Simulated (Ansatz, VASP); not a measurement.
Si4S in VASP and in Ansatz

```
Si S
1.0
     2.79921   -3.24838   -0.11907
     2.79921    3.24838   -0.11907
    -2.97012    0.00000    4.65246
Si S
4 1
Direct
  0.46773 0.46773 0.76905
  0.53227 0.53227 0.23095
  0.78987 0.21013 0.50000
  0.21013 0.78987 0.50000
  0.00000 0.00000 0.00000
```

Change from the starting cell: species swapped into the CaGa4 type (C2/m, No. 12).

Alike in both runs: functional PBE; k mesh 4 × 4 × 3; occupations gaussian, width 0.2 eV; no spin polarisation.

Ansatz relaxed the structure, and its values are those at the end. VASP's run is a single point on that final structure, the one shown.

|  | VASP | Ansatz |
| --- | --- | --- |
| version | VASP 6.6.1 | Ansatz 0.2.0 |
| potentials or method | VASP PAW PBE potentials, release 64 (Si, S), cutoff 500 eV | scalar-relativistic, plane waves, PAW |
| valence electrons in the cell | 22 | 22 |

|  | VASP | Ansatz | Ansatz less VASP |
| --- | --- | --- | --- |
| gap on the k mesh at the Fermi level (eV) | none | none | - |
| pressure (GPa) | 0.0 | 0.1 | +0.08 |
| rms of the force components (eV/Å) | 0.021 | 0.022 | +0.0015 |

A gap of «none» marks a metal or a gap that the smearing closes.

The k mesh is coarse, so the values compare programs but aren't converged.
